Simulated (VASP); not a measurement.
# Si7Ge (Cmm2) in VASP: single point with PBEsol

Aim: the single point of Si7Ge with PBEsol.

Everything below comes from runs of VASP 6.6.1. Logs are shortened: lines on timing, memory, paths and dates and some standing lists are left out, and cuts for length are marked.

### Step 1. The cell of the first run

Symmetry: Cmm2, No. 35, orthorhombic system. The conventional cell has a = 7.720 Å, b = 7.720 Å, c = 10.768 Å, α = 90.00°, β = 90.00°, γ = 90.00°. Si (site symmetry m) has 3 Si at 2.36 Å and 1 Ge at 2.39 Å within 3.1 Å. Si (site symmetry m) has 3 Si at 2.36 Å and 1 Ge at 2.39 Å within 3.1 Å. Within 3.1 Å of Si (site symmetry mm2) lie 4 Si at 2.36 Å. Si (site symmetry mm2) has 4 Si at 2.27 to 2.36 Å within 3.0 Å. Within 3.1 Å of Si (site symmetry 2) lie 4 Si at 2.36 Å. Within 3.1 Å of Si (site symmetry 2) lie 4 Si at 2.36 Å. Within 3.0 Å of Si (site symmetry m) lie 3 Si at 2.27 to 2.36 Å and 1 Ge at 2.31 Å. Within 3.1 Å of Si (site symmetry m) lie 3 Si at 2.36 Å and 1 Ge at 2.39 Å.

### Step 2. Single point, PBEsol (the distance across one plane changed)

INCAR

```
SYSTEM = Si7Ge
PREC = Accurate
ENCUT = 520
EDIFF = 1E-7
ISMEAR = 0
SIGMA = 0.03
LREAL = Auto
LASPH = .TRUE.
NELM = 100
ALGO = Normal
ISIF = 2
LWAVE = .FALSE.
LCHARG = .TRUE.
GGA = PS
LELF = .TRUE.
LVHAR = .TRUE.
NBANDS = 56
```

KPOINTS

```
regular mesh
0
G
  6 6 3
  0 0 0
```

POSCAR

```
Si7Ge
1.0
    0.0000000000     -5.4591768537      0.0000000000
    0.0000000000      0.0000000000     -5.4591768537
   10.7683537074      0.0000000000      0.0000000000
Si Ge
14 2
Direct
    0.7474023192      0.7474023192      0.6990526600
    0.7474023192      0.7474023192      0.1920878070
    0.5000000000      0.5000000000      0.5709945139
    0.5000000000      0.5000000000      0.0640296609
    0.5000000000      1.0000000000      0.8244769403
    0.5000000000      1.0000000000      0.3175120874
    1.0000000000      0.5000000000      0.8244769403
    1.0000000000      0.5000000000      0.3175120874
    0.7474023192      0.2525976808      0.9499012207
    0.7474023192      0.2525976808      0.4429363678
    0.2525976808      0.7474023192      0.9499012207
    0.2525976808      0.7474023192      0.4429363678
    0.2525976808      0.2525976808      0.6990526600
    0.2525976808      0.2525976808      0.1920878070
    1.0000000000      1.0000000000      0.5709945139
    1.0000000000      1.0000000000      0.0640296609
```

Potentials or basis: VASP PAW PBE potentials, release 64 (Si, Ge_d).

Command:

```console
cat potpaw_PBE.64/Si/POTCAR potpaw_PBE.64/Ge_d/POTCAR > POTCAR
mpirun -np 1 vasp_std > vasp.out
```

OUTCAR:

```text
SYSTEM = Si7Ge
   PREC = Accurate
   ENCUT = 520
   EDIFF = 1E-7
   ISMEAR = 0
   LREAL = Auto
   LASPH = .TRUE.
   NELM = 100
   ISIF = 2
   GGA = PS

 ion  position               nearest neighbor table
   1  0.747  0.747  0.699-   5 2.36   7 2.36   3 2.36  15 2.39
   2  0.747  0.747  0.192-   4 2.36   6 2.36   8 2.36  16 2.39
   3  0.500  0.500  0.571-  10 2.36  12 2.36   1 2.36  13 2.36
   4  0.500  0.500  0.064-   9 2.27  11 2.27   2 2.36  14 2.36
   5  0.500  0.000  0.824-   1 2.36  13 2.36  11 2.36   9 2.36
   6  0.500  0.000  0.318-   2 2.36  14 2.36  12 2.36  10 2.36
[... 8 lines left out ...]
  15  0.000  0.000  0.571-  10 2.39  12 2.39   1 2.39  13 2.39
  16  0.000  0.000  0.064-   9 2.31  11 2.31   2 2.39  14 2.39

  LATTYP: Found a simple tetragonal cell.
 ALAT       =     5.4591768537
 C/A-ratio  =     1.9725233302

  Lattice vectors:

 A1 = (   0.0000000000,  -5.4591768537,   0.0000000000)
 A2 = (   0.0000000000,   0.0000000000,  -5.4591768537)
 A3 = (  10.7683537074,   0.0000000000,   0.0000000000)

Analysis of symmetry for initial positions (statically):
=====================================================================
 Subroutine PRICEL returns:
 Original cell was already a primitive cell.

 Routine SETGRP: Setting up the symmetry group for a
 simple tetragonal supercell.

 Subroutine GETGRP returns: Found  4 space group operations
 (whereof  4 operations were pure point group operations)
 out of a pool of 16 trial point group operations.

The static configuration has the point symmetry C_2v.

Analysis of symmetry for dynamics (positions and initial velocities):
=====================================================================
 Subroutine PRICEL returns:
 Original cell was already a primitive cell.

 Routine SETGRP: Setting up the symmetry group for a
 simple tetragonal supercell.

 Subroutine GETGRP returns: Found  4 space group operations
 (whereof  4 operations were pure point group operations)
 out of a pool of 16 trial point group operations.

The dynamic configuration has the point symmetry C_2v.

 Subroutine INISYM returns: Found  4 space group operations
 (whereof  4 operations are pure point group operations),
 and found     1 'primitive' translations

----------------------------------------------------------------------------------------

                                     Primitive cell

  volume of cell :     320.9251

  direct lattice vectors                    reciprocal lattice vectors
     0.000000000 -5.459176854  0.000000000     0.000000000 -0.183177799  0.000000000
     0.000000000  0.000000000 -5.459176854     0.000000000  0.000000000 -0.183177799
    10.768353707  0.000000000  0.000000000     0.092864706  0.000000000  0.000000000

  length of vectors
     5.459176854  5.459176854 10.768353707     0.183177799  0.183177799  0.092864706

  position of ions in fractional coordinates (direct lattice)
     0.747402319  0.747402319  0.699052660
     0.747402319  0.747402319  0.192087807
     0.500000000  0.500000000  0.570994514
     0.500000000  0.500000000  0.064029661
     0.500000000  0.000000000  0.824476940
     0.500000000  0.000000000  0.317512087
[... 8 lines left out ...]
     0.000000000  0.000000000  0.570994514
     0.000000000  0.000000000  0.064029661

  ion indices of the primitive-cell ions
   primitive index   ion index
                 1           1
                 2           2
                 3           3
                 4           4
                 5           5
                 6           6
[... 8 lines left out ...]
                15          15
                16          16

----------------------------------------------------------------------------------------

 KPOINTS: regular mesh

Automatic generation of k-mesh.
 Grid dimensions read from file:
 generate k-points for:    6    6    3

 Generating k-lattice:

  Cartesian coordinates                     Fractional coordinates (reciprocal lattice)
     0.000000000 -0.030529633  0.000000000     0.166666667  0.000000000  0.000000000
     0.000000000  0.000000000 -0.030529633     0.000000000  0.166666667  0.000000000
     0.030954902  0.000000000  0.000000000     0.000000000  0.000000000  0.333333333

  Length of vectors
     0.030529633  0.030529633  0.030954902

  Shift w.r.t. Gamma in fractional coordinates (k-lattice)
     0.000000000  0.000000000  0.000000000

 Subroutine IBZKPT returns following result:
 ===========================================

 Found     26 irreducible k-points:

 Following reciprocal coordinates:
            Coordinates               Weight
  0.000000  0.000000  0.000000      1.000000
  0.166667  0.000000  0.000000      4.000000
  0.333333  0.000000  0.000000      4.000000
  0.500000  0.000000  0.000000      2.000000
  0.166667  0.166667  0.000000      2.000000
 -0.166667  0.166667  0.000000      2.000000
[... 16 lines left out ...]
  0.333333  0.333333  0.333333      4.000000
 -0.333333  0.333333  0.333333      4.000000
 [... further k-points ...]
   k-points           NKPTS =     26   k-points in BZ     NKDIM =     26   number of bands    NBANDS=     56
   number of dos      NEDOS =    301   number of ions     NIONS =     16
   total plane-waves  NPLWV = 141120
   dimension x,y,z NGX =    42 NGY =   42 NGZ =   80
   dimension x,y,z NGXF=    84 NGYF=   84 NGZF=  160
   ions per type =              14   2
   NGX,Y,Z   is equivalent  to a cutoff of  12.79, 12.79, 12.35 a.u.
   NGXF,Y,Z  is equivalent  to a cutoff of  25.58, 25.58, 24.70 a.u.
 SYSTEM =  Si7Ge
   PREC   = accura    normal or accurate (medium, high low for compatibility)
   ISTART =      0    job   : 0-new  1-cont  2-samecut
   ICHARG =      2    charge: 1-file 2-atom 10-const
   ISPIN  =      1    spin polarized calculation?
   LNONCOLLINEAR =      F non collinear calculations
   LSORBIT =      F    spin-orbit coupling
   LASPH  =      T    aspherical Exc in radial PAW
   ENCUT  =  520.0 eV  38.22 Ry    6.18 a.u.  10.15 10.15 20.02*2*pi/ulx,y,z
   NELM   =    100;   NELMIN=  2; NELMDL= -5     # of ELM steps
   EDIFF  = 0.1E-06   stopping-criterion for ELM
   LREAL  =      T    real-space projection
   EDIFFG = 0.1E-05   stopping-criterion for IOM
   NSW    =      0    number of steps for IOM
   IBRION =     -1    ionic relax: 0-MD 1-quasi-New 2-CG
   NFREE  =      0    steps in history (QN), initial steepest desc. (CG)
   ISIF   =      2    stress and relaxation
   ISYM   =      2    0-nonsym 1-usesym 2-fastsym
   POTIM  = 0.5000    time-step for ionic-motion
   TEBEG  =    0.0;   TEEND  =   0.0 temperature during run
   PSTRESS=    0.0 pullay stress
   NELECT =      84.0000    total number of electrons
   NUPDOWN=      -1.0000    fix difference up-down
   EMIN   =  10.00;   EMAX   =-10.00  energy-range for DOS
   EFERMI =   0.00;   METHOD = LEGACY
   ISMEAR =     0;   SIGMA  =   0.03  broadening in eV -4-tet -1-fermi 0-gaus
   EFERMI_NEDOS =   21; number of points for ismear=-14 and -15
   IALGO  =     38    algorithm
   IMIX   =      4    mixing-type and parameters
     AMIX     =   0.40;   BMIX     =  1.00
     AMIX_MAG =   1.60;   BMIX_MAG =  1.00
  volume/ion in A,a.u.               =      20.06       135.36
  Fermi-wavevector in a.u.,A,eV,Ry     =   1.047209  1.978938 14.920785  1.096647
  Thomas-Fermi vector in A             =   2.182080
   LORBIT       =      0    0 simple, 1 ext, 2 COOP (PROOUT), +10 PAW based schemes
   GGA     = PS    functional components
   LHFCALC =     F    Hartree Fock is set to
   AEXX    =    0.0000 exact exchange contribution
   IVDW    =     0    specifies the selected vdW correction
   LEPSILON=     F    determine dielectric tensor
   LRPA    =     F    only Hartree local field effects (RPA)
 non-spin polarized calculation
 Gauss-broadening in eV      SIGMA  =   0.03
  energy-cutoff  :      520.00
  volume of cell :      320.93
 maximum number of plane-waves:      8672
 NGX is ok and might be reduce to    42
   NGX = 21   NGY = 21   NGZ = 41

 number of electron      84.0000030 magnetization

 Free energy of the ion-electron system (eV)
  ---------------------------------------------------
  ext. energy  EPLUGINS =         0.00000000
  ---------------------------------------------------
  free energy    TOTEN  =       -90.06550970 eV

  energy without entropy =      -90.06550970  energy(sigma->0) =      -90.06550970

 E-fermi :   5.9570     XC(G=0):  -9.6934

 val. band max:        5.8536739908   @ k =   0.0000   0.0000   0.0000
 cond. band min:       6.0591174081   @ k =   0.0000   0.0000   0.0000
 fundamental gap:      0.2054434172
 Fermi energy:         5.9569843401

 k-point     1 :       0.0000    0.0000    0.0000
  band No.  band energies     occupation
      1     -18.4204      2.00000
      2     -18.4177      2.00000
      3     -18.4105      2.00000
      4     -18.3864      2.00000
      5     -18.3828      2.00000
      6     -18.2958      2.00000
[... 46 lines left out ...]
     53       8.4072      0.00000
     54       8.8024      0.00000

 k-point     2 :       0.1667    0.0000    0.0000
  band No.  band energies     occupation
      1     -18.4204      2.00000
      2     -18.4177      2.00000
      3     -18.4105      2.00000
      4     -18.3864      2.00000
      5     -18.3828      2.00000
      6     -18.2958      2.00000
[... 46 lines left out ...]
     53       8.9605      0.00000
     54       9.0356      0.00000

 k-point     3 :       0.3333    0.0000    0.0000
  band No.  band energies     occupation
      1     -18.4204      2.00000
      2     -18.4178      2.00000
      3     -18.4105      2.00000
      4     -18.3864      2.00000
      5     -18.3827      2.00000
      6     -18.2958      2.00000
[... 46 lines left out ...]
     53       8.9308      0.00000
     54       8.9933      0.00000
[... 1084 lines left out ...]
 k-point    23 :       0.3333    0.3333    0.3333
  band No.  band energies     occupation
      1     -18.4204      2.00000
      2     -18.4178      2.00000
      3     -18.4106      2.00000
      4     -18.3864      2.00000
      5     -18.3826      2.00000
      6     -18.2958      2.00000
[... 46 lines left out ...]
     53       9.3680      0.00000
     54       9.5219      0.00000

 k-point    24 :      -0.3333    0.3333    0.3333
  band No.  band energies     occupation
      1     -18.4204      2.00000
      2     -18.4178      2.00000
      3     -18.4106      2.00000
      4     -18.3864      2.00000
      5     -18.3826      2.00000
      6     -18.2958      2.00000
[... 46 lines left out ...]
     53       9.4030      0.00000
     54       9.5011      0.00000

 [... further k-points ...]

 [bands above 54 left out]

------------------------ aborting loop because EDIFF is reached ----------------------------------------

  FORCE on cell =-STRESS in cart. coord.  units (eV):
  Direction    XX          YY          ZZ          XY          YZ          ZX
  --------------------------------------------------------------------------------------
  -------------------------------------------------------------------------------------
  Total        4.2698301      2.2521031      2.2521031      0.0000000     -1.8508780      0.0000000
  in kB       21.3165802     11.2433365     11.2433365      0.0000000     -9.2402715      0.0000000
  external PRESSURE =      14.6010844 kB  Pullay stress =       0.0000000 kB

 VOLUME and BASIS-vectors are now :
 -----------------------------------------------------------------------------
  energy-cutoff  :      520.00
  volume of cell :      320.93
      direct lattice vectors                 reciprocal lattice vectors
     0.000000000 -5.459176854  0.000000000     0.000000000 -0.183177799  0.000000000
     0.000000000  0.000000000 -5.459176854     0.000000000  0.000000000 -0.183177799
    10.768353707  0.000000000  0.000000000     0.092864706  0.000000000  0.000000000

 POSITION                                       TOTAL-FORCE (eV/Angst)
 -----------------------------------------------------------------------------------
      7.52765     -4.08020     -4.08020        -0.008479     -0.006080     -0.006080
      2.06847     -4.08020     -4.08020         0.148372     -0.003095     -0.003095
      6.14867     -2.72959     -2.72959        -0.001003     -0.000000     -0.000000
      0.68949     -2.72959     -2.72959         1.210906     -0.000000     -0.000000
      8.87826     -2.72959      0.00000        -0.138330     -0.000000     -0.000000
      3.41908     -2.72959      0.00000         0.007628     -0.000000     -0.000000
[... 8 lines left out ...]
      6.14867      0.00000      0.00000        -0.004466     -0.000000     -0.000000
      0.68949      0.00000      0.00000         1.120101     -0.000000     -0.000000
 -----------------------------------------------------------------------------------
    total drift:                               -0.004891      0.000000      0.000000

  FREE ENERGIE OF THE ION-ELECTRON SYSTEM (eV)
  ---------------------------------------------------
  free  energy   TOTEN  =       -90.0655096982 eV

  energy  without entropy=      -90.0655096952  energy(sigma->0) =      -90.06550970
```

It took 11 min on 1 thread of Intel Xeon 8259CL, shared host; peak memory 0.53 GiB.

Results:

| Item | Value |
| --- | --- |
| Free energy | -90.0655 eV |
| Pressure | 1.5 GPa |
| Largest force | 1.211 eV/Å |
| Band gap on the k mesh | 0.21 eV |

Forces on the atoms (eV/Å):
```
Si  -0.008 -0.006 -0.006
Si   0.148 -0.003 -0.003
Si  -0.001  0.000  0.000
Si   1.211  0.000  0.000
Si  -0.138  0.000  0.000
Si   0.008  0.000  0.000
Si  -0.138  0.000  0.000
Si   0.008  0.000  0.000
Si  -1.179 -0.033  0.033
Si   0.007 -0.004  0.004
Si  -1.179  0.033 -0.033
Si   0.007  0.004 -0.004
Si  -0.008  0.006  0.006
Si   0.148  0.003  0.003
Ge  -0.004  0.000  0.000
Ge   1.120  0.000  0.000
```

Stress tensor (GPa, compression positive):
```
 2.13  0.00  0.00
 0.00  1.12 -0.92
 0.00 -0.92  1.12
```

Caveat: the cell differs from its parent crystal (the distance across one plane changed); the PAW data sets were made with another functional, which shifts forces and pressure a little.
